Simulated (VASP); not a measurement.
# Ir (P6_3/mmc) in VASP: a series of runs

The runs below take Ir through single point, with r2SCAN.

All numbers are computed with VASP 6.6.1; they aren't measurements. Logs are shortened: lines on timing, memory, paths and dates and some standing lists are left out, and cuts for length are marked.

### 1 The cell of the first run

It takes space group P6_3/mmc (No. 194, hexagonal). The conventional cell has a = 2.751 Å, b = 2.751 Å, c = 4.462 Å, α = 90.00°, β = 90.00°, γ = 120.00°. Ir (site symmetry -6m2) has 12 Ir at 2.74 to 2.75 Å within 3.6 Å.

### 2 Single point, r2SCAN

Contents of POSCAR:

```
Ir
1.0
    2.7513778946      0.0000000000      0.0000000000
   -1.3756889473      2.3827631521      0.0000000000
    0.0000000000      0.0000000000      4.4622900000
Ir
2
Direct
    0.6666666700      0.3333333300      0.7500000000
    0.3333333300      0.6666666700      0.2500000000
```

Contents of INCAR.step1:

```
ALGO     = Normal         # electronic algorithm
EDIFF    = 1E-4           # SCF threshold, eV
ENCUT    = 520            # plane-wave cutoff, eV
GGA      = PE             # functional
ISMEAR   = 0              # smearing method
LASPH    = T              # aspherical terms in the spheres
LCHARG   = F              # write CHGCAR
LREAL    = F              # projectors in reciprocal space
LWAVE    = T              # write WAVECAR
NBANDS   = 16             # bands
NELM     = 80             # most SCF steps
PREC     = Accurate       # precision mode
SIGMA    = 0.1            # smearing width, eV
```

Contents of INCAR.step2:

```
ALGO     = Normal         # electronic algorithm
EDIFF    = 1E-6           # SCF threshold, eV
ENCUT    = 520            # plane-wave cutoff, eV
ISIF     = 2              # what is computed and relaxed
ISMEAR   = 0              # smearing method
ISTART   = 1            
LASPH    = T              # aspherical terms in the spheres
LCHARG   = F              # write CHGCAR
LMIXTAU  = T            
LREAL    = F              # projectors in reciprocal space
LWAVE    = F              # write WAVECAR
METAGGA  = R2SCAN         # meta-GGA
NBANDS   = 16             # bands
NELM     = 80             # most SCF steps
PREC     = Accurate       # precision mode
SIGMA    = 0.1            # smearing width, eV
```

Contents of KPOINTS:

```
k-points
0
Gamma
  9 9 4
```

Potentials or basis: VASP PAW PBE potentials, release 64 (Ir).

Run with:

```bash
$ cat potpaw_PBE.64/Ir/POTCAR > POTCAR
$ cp INCAR.step1 INCAR
$ mpirun -np 1 vasp_std > vasp.out
$ cp INCAR.step2 INCAR
$ mpirun -np 1 vasp_std > vasp.out
```

OUTCAR:

```text
EDIFF = 1E-6
   ENCUT = 520
   ISIF = 2
   ISMEAR = 0
   ISTART = 1
   LASPH = T
   LREAL = F
   METAGGA = R2SCAN
   NELM = 80
   PREC = Accurate

 ion  position               nearest neighbor table
   1  0.667  0.333  0.750-   2 2.74   2 2.74   2 2.74   2 2.74   2 2.74   2 2.74
   2  0.333  0.667  0.250-   1 2.74   1 2.74   1 2.74   1 2.74   1 2.74   1 2.74

  LATTYP: Found a hexagonal cell.
 ALAT       =     2.7513778946
 C/A-ratio  =     1.6218382828

  Lattice vectors:

 A1 = (   2.7513778946,   0.0000000000,   0.0000000000)
 A2 = (  -1.3756889473,   2.3827631521,   0.0000000000)
 A3 = (   0.0000000000,   0.0000000000,   4.4622900000)

Analysis of symmetry for initial positions (statically):
=====================================================================
 Subroutine PRICEL returns:
 Original cell was already a primitive cell.

 Routine SETGRP: Setting up the symmetry group for a
 hexagonal supercell.

 Subroutine GETGRP returns: Found 24 space group operations
 (whereof 12 operations were pure point group operations)
 out of a pool of 24 trial point group operations.

The static configuration has the point symmetry D_3d.
 The point group associated with its full space group is D_6h.

Analysis of symmetry for dynamics (positions and initial velocities):
=====================================================================
 Subroutine PRICEL returns:
 Original cell was already a primitive cell.

 Routine SETGRP: Setting up the symmetry group for a
 hexagonal supercell.

 Subroutine GETGRP returns: Found 24 space group operations
 (whereof 12 operations were pure point group operations)
 out of a pool of 24 trial point group operations.

The dynamic configuration has the point symmetry D_3d.
 The point group associated with its full space group is D_6h.

 Subroutine INISYM returns: Found 24 space group operations
 (whereof 12 operations are pure point group operations),
 and found     1 'primitive' translations

----------------------------------------------------------------------------------------

                                     Primitive cell

  volume of cell :      29.2542

  direct lattice vectors                    reciprocal lattice vectors
     2.751377895  0.000000000  0.000000000     0.363454254  0.209840411  0.000000000
    -1.375688947  2.382763152  0.000000000     0.000000000  0.419680823  0.000000000
     0.000000000  0.000000000  4.462290000     0.000000000  0.000000000  0.224100182

  length of vectors
     2.751377895  2.751377895  4.462290000     0.419680823  0.419680823  0.224100182

  position of ions in fractional coordinates (direct lattice)
     0.666666670  0.333333330  0.750000000
     0.333333330  0.666666670  0.250000000

  ion indices of the primitive-cell ions
   primitive index   ion index
                 1           1
                 2           2

----------------------------------------------------------------------------------------

 KPOINTS: k-points

Automatic generation of k-mesh.
 Grid dimensions read from file:
 generate k-points for:    9    9    4

 Generating k-lattice:

  Cartesian coordinates                     Fractional coordinates (reciprocal lattice)
     0.040383806  0.023315601  0.000000000     0.111111111 -0.000000000  0.000000000
     0.000000000  0.046631203  0.000000000     0.000000000  0.111111111  0.000000000
     0.000000000  0.000000000  0.056025045     0.000000000  0.000000000  0.250000000

  Length of vectors
     0.046631203  0.046631203  0.056025045

  Shift w.r.t. Gamma in fractional coordinates (k-lattice)
     0.000000000  0.000000000  0.000000000

 Subroutine IBZKPT returns following result:
 ===========================================

 Found     36 irreducible k-points:

 Following reciprocal coordinates:
            Coordinates               Weight
  0.000000  0.000000  0.000000      1.000000
  0.111111  0.000000  0.000000      6.000000
  0.222222 -0.000000  0.000000      6.000000
  0.333333 -0.000000  0.000000      6.000000
  0.444444 -0.000000  0.000000      6.000000
  0.111111  0.111111  0.000000      6.000000
[... 16 lines left out ...]
  0.333333  0.222222  0.250000     24.000000
  0.333333  0.333333  0.250000      4.000000
 [... further k-points ...]
   k-points           NKPTS =     36   k-points in BZ     NKDIM =     36   number of bands    NBANDS=     16
   number of dos      NEDOS =    301   number of ions     NIONS =      2
   total plane-waves  NPLWV =  14400
   dimension x,y,z NGX =    20 NGY =   20 NGZ =   36
   dimension x,y,z NGXF=    40 NGYF=   40 NGZF=   72
   ions per type =               2
   NGX,Y,Z   is equivalent  to a cutoff of  12.08, 12.08, 13.41 a.u.
   NGXF,Y,Z  is equivalent  to a cutoff of  24.17, 24.17, 26.82 a.u.
 SYSTEM =  unknown system
   PREC   = accura    normal or accurate (medium, high low for compatibility)
   ISTART =      1    job   : 0-new  1-cont  2-samecut
   ICHARG =      0    charge: 1-file 2-atom 10-const
   ISPIN  =      1    spin polarized calculation?
   LNONCOLLINEAR =      F non collinear calculations
   LSORBIT =      F    spin-orbit coupling
   LASPH  =      T    aspherical Exc in radial PAW
   ENCUT  =  520.0 eV  38.22 Ry    6.18 a.u.   5.12  5.12  8.30*2*pi/ulx,y,z
   NELM   =     80;   NELMIN=  2; NELMDL=  0     # of ELM steps
   EDIFF  = 0.1E-05   stopping-criterion for ELM
   LREAL  =      F    real-space projection
   EDIFFG = 0.1E-04   stopping-criterion for IOM
   NSW    =      0    number of steps for IOM
   IBRION =     -1    ionic relax: 0-MD 1-quasi-New 2-CG
   NFREE  =      0    steps in history (QN), initial steepest desc. (CG)
   ISIF   =      2    stress and relaxation
   ISYM   =      2    0-nonsym 1-usesym 2-fastsym
   POTIM  = 0.5000    time-step for ionic-motion
   TEBEG  =    0.0;   TEEND  =   0.0 temperature during run
   PSTRESS=    0.0 pullay stress
   NELECT =      18.0000    total number of electrons
   NUPDOWN=      -1.0000    fix difference up-down
   EMIN   =  10.00;   EMAX   =-10.00  energy-range for DOS
   EFERMI =   0.00;   METHOD = LEGACY
   ISMEAR =     0;   SIGMA  =   0.10  broadening in eV -4-tet -1-fermi 0-gaus
   EFERMI_NEDOS =   21; number of points for ismear=-14 and -15
   IALGO  =     38    algorithm
   IMIX   =      4    mixing-type and parameters
     AMIX     =   0.40;   BMIX     =  1.00
     AMIX_MAG =   1.60;   BMIX_MAG =  1.00
  volume/ion in A,a.u.               =      14.63        98.71
  Fermi-wavevector in a.u.,A,eV,Ry     =   1.392417  2.631287 26.379323  1.938826
  Thomas-Fermi vector in A             =   2.516162
   LORBIT       =      0    0 simple, 1 ext, 2 COOP (PROOUT), +10 PAW based schemes
   METAGGA = R2SCAN    functional components
   LHFCALC =     F    Hartree Fock is set to
   AEXX    =    0.0000 exact exchange contribution
   IVDW    =     0    specifies the selected vdW correction
   LEPSILON=     F    determine dielectric tensor
   LRPA    =     F    only Hartree local field effects (RPA)
 non-spin polarized calculation
 Gauss-broadening in eV      SIGMA  =   0.10
  energy-cutoff  :      520.00
  volume of cell :       29.25
 maximum number of plane-waves:       801
   NGX = 11   NGY = 11   NGZ = 17

 number of electron      18.0000000 magnetization

 Free energy of the ion-electron system (eV)
  ---------------------------------------------------
  ext. energy  EPLUGINS =         0.00000000
  ---------------------------------------------------
  free energy    TOTEN  =      -104.59752205 eV

  energy without entropy =     -104.59138568  energy(sigma->0) =     -104.59445387

 E-fermi :   9.6431     XC(G=0): -15.1056

 val. band max:        9.5382964501   @ k =   0.3333   0.1111   0.2500
 cond. band min:       9.6971655518   @ k =   0.3333   0.3333   0.0000
 fundamental gap:      0.1588691017
 Fermi energy:         9.6431086597

 k-point     1 :       0.0000    0.0000    0.0000
  band No.  band energies     occupation
      1      -1.5617      2.00000
      2       1.5672      2.00000
      3       5.8303      2.00000
      4       5.9345      2.00000
      5       5.9345      2.00000
      6       6.5767      2.00000
[... 8 lines left out ...]
     15      27.0488      0.00000
     16      28.0538      0.00000

 k-point     2 :       0.1111    0.0000    0.0000
  band No.  band energies     occupation
      1      -1.0807      2.00000
      2       1.9835      2.00000
      3       5.2727      2.00000
      4       6.2702      2.00000
      5       6.3364      2.00000
      6       6.4923      2.00000
[... 8 lines left out ...]
     15      27.6321      0.00000
     16      28.5001      0.00000

 k-point     3 :       0.2222   -0.0000    0.0000
  band No.  band energies     occupation
      1       0.1918      2.00000
      2       2.7682      2.00000
      3       4.8047      2.00000
      4       4.9791      2.00000
      5       5.8320      2.00000
      6       6.5085      2.00000
[... 8 lines left out ...]
     15      26.9908      0.00000
     16      27.1446      0.00000

 k-point     4 :       0.3333   -0.0000    0.0000
  band No.  band energies     occupation
      1       1.5893      2.00000
      2       2.6609      2.00000
      3       3.6657      2.00000
      4       5.2469      2.00000
      5       5.9776      2.00000
      6       6.1203      2.00000
[... 8 lines left out ...]
     15      24.0542      0.00000
     16      25.3264      0.00000
[... 324 lines left out ...]
 k-point    22 :       0.2222    0.2222    0.2500
  band No.  band energies     occupation
      1       2.6379      2.00000
      2       3.1674      2.00000
      3       4.0709      2.00000
      4       4.4375      2.00000
      5       5.7033      2.00000
      6       5.8402      2.00000
[... 8 lines left out ...]
     15      22.8822      0.00000
     16      25.1013      0.00000

 k-point    23 :       0.3333    0.2222    0.2500
  band No.  band energies     occupation
      1       2.7284      2.00000
      2       3.6281      2.00000
      3       3.8365      2.00000
      4       4.4223      2.00000
      5       5.2935      2.00000
      6       6.2502      2.00000
[... 8 lines left out ...]
     15      21.2751      0.00000
     16      24.1024      0.00000

 k-point    24 :       0.3333    0.3333    0.2500
  band No.  band energies     occupation
      1       3.4210      2.00000
      2       3.6550      2.00000
      3       3.6550      2.00000
      4       4.6869      2.00000
      5       5.5428      2.00000
      6       5.5428      2.00000
[... 8 lines left out ...]
     15      20.4959      0.00000
     16      21.7081      0.00000

 [... further k-points ...]
[... 5 lines left out ...]
  --------------------------------------------------------------------------------------
  -------------------------------------------------------------------------------------
  Total       -1.3054890     -1.3054890     -1.3362289     -0.0000000      0.0000000      0.0000000
  in kB      -71.4981626    -71.4981626    -73.1817088     -0.0000000      0.0000000      0.0000000
  external PRESSURE =     -72.0593447 kB  Pullay stress =       0.0000000 kB

 VOLUME and BASIS-vectors are now :
 -----------------------------------------------------------------------------
  energy-cutoff  :      520.00
  volume of cell :       29.25
      direct lattice vectors                 reciprocal lattice vectors
     2.751377895  0.000000000  0.000000000     0.363454254  0.209840411  0.000000000
    -1.375688947  2.382763152  0.000000000     0.000000000  0.419680823  0.000000000
     0.000000000  0.000000000  4.462290000     0.000000000  0.000000000  0.224100182

 POSITION                                       TOTAL-FORCE (eV/Angst)
 -----------------------------------------------------------------------------------
      1.37569      0.79425      3.34672         0.000000     -0.000000      0.000000
     -0.00000      1.58851      1.11557        -0.000000      0.000000      0.000000
 -----------------------------------------------------------------------------------
    total drift:                               -0.000000      0.000000     -0.000000

  FREE ENERGIE OF THE ION-ELECTRON SYSTEM (eV)
  ---------------------------------------------------
  free  energy   TOTEN  =      -104.5975220496 eV

  energy  without entropy=     -104.5913856849  energy(sigma->0) =     -104.59445387
```

Wall time 2.3 min (1 thread of AMD EPYC 7R13, shared host); peak memory 0.12 GiB.

Results:

* Free energy: -104.5975 eV
* Pressure: -7.2 GPa
* Band gap on the k mesh: zero (band 9 reaches 10.63 eV, above the bottom of band 10 at 7.62 eV)

Caveat: the PAW data sets were made with another functional, which shifts forces and pressure a little; spin-orbit coupling is left out, which moves the levels of the heavy elements.

### 3 Single point, r2SCAN

This run uses another cell than the first one, of 14.26 Å³/atom, 0.975 times its volume.

Contents of POSCAR:

```
Ir
1.0
    2.7292116595      0.0000000000      0.0000000000
   -1.3646058297      2.3635666294      0.0000000000
    0.0000000000      0.0000000000      4.4220172210
Ir
2
Direct
    0.6666666667      0.3333333333      0.7500000000
    0.3333333333      0.6666666667      0.2500000000
```

Contents of INCAR.step1:

```
PREC = Accurate
ENCUT = 520
ISMEAR = 0
SIGMA = 0.1
LREAL = F
LASPH = T
NELM = 80
NBANDS = 16
GGA = PE
ALGO = Normal
EDIFF = 1E-4
LWAVE = T
LCHARG = F
```

Contents of INCAR.step2:

```
PREC = Accurate
ENCUT = 520
EDIFF = 1E-6
ISMEAR = 0
SIGMA = 0.1
LREAL = F
LASPH = T
NELM = 80
ALGO = Normal
ISIF = 2
LWAVE = F
LCHARG = F
METAGGA = R2SCAN
LMIXTAU = T
NBANDS = 16
ISTART = 1
```

Contents of KPOINTS:

```
regular mesh
0
Gamma
  18 18 10
```

Potentials or basis: VASP PAW PBE potentials, release 64 (Ir).

Run with:

```bash
$ cat potpaw_PBE.64/Ir/POTCAR > POTCAR
$ cp INCAR.step1 INCAR
$ mpirun -np 1 vasp_std > vasp.out
$ cp INCAR.step2 INCAR
$ mpirun -np 1 vasp_std > vasp.out
```

Wall time 11 min (1 thread of AMD EPYC 7R13, shared host); peak memory 0.19 GiB.

It converged, with:

* Free energy: -104.5614 eV
* Pressure: 2.5 GPa
* Band gap on the k mesh: zero (band 9 reaches 11.15 eV, above the bottom of band 10 at 7.74 eV)

Stress tensor (GPa, compression positive):
```
2.42 0.00 0.00
0.00 2.42 0.00
0.00 0.00 2.56
```

Levels at points of the mesh, in eV from the Fermi level:
| k point | band 5 | band 6 | band 7 | band 8 | band 9 | band 10 | band 11 | band 12 | band 13 | band 14 |
| --- | --- | --- | --- | --- | --- | --- | --- | --- | --- | --- |
| (0.00, 0.00, 0.00) | -3.97 | -3.29 | -3.29 | -2.49 | -2.49 | -0.77 | 0.26 | 0.26 | 7.40 | 15.11 |
| (0.50, 0.00, 0.00) | -3.70 | -3.54 | -3.08 | 0.71 | 0.97 | 1.14 | 3.05 | 4.58 | 8.66 | 10.71 |
| (0.00, 0.00, 0.50) | -4.10 | -4.10 | -4.10 | -4.10 | -0.51 | -0.51 | -0.51 | -0.51 | 14.39 | 14.39 |
| (0.50, 0.00, 0.50) | -2.22 | -2.22 | -0.98 | -0.98 | 0.97 | 0.97 | 2.09 | 2.09 | 8.02 | 8.02 |

Caveat: the PAW data sets were made with another functional, which shifts forces and pressure a little; spin-orbit coupling is left out, which moves the levels of the heavy elements.
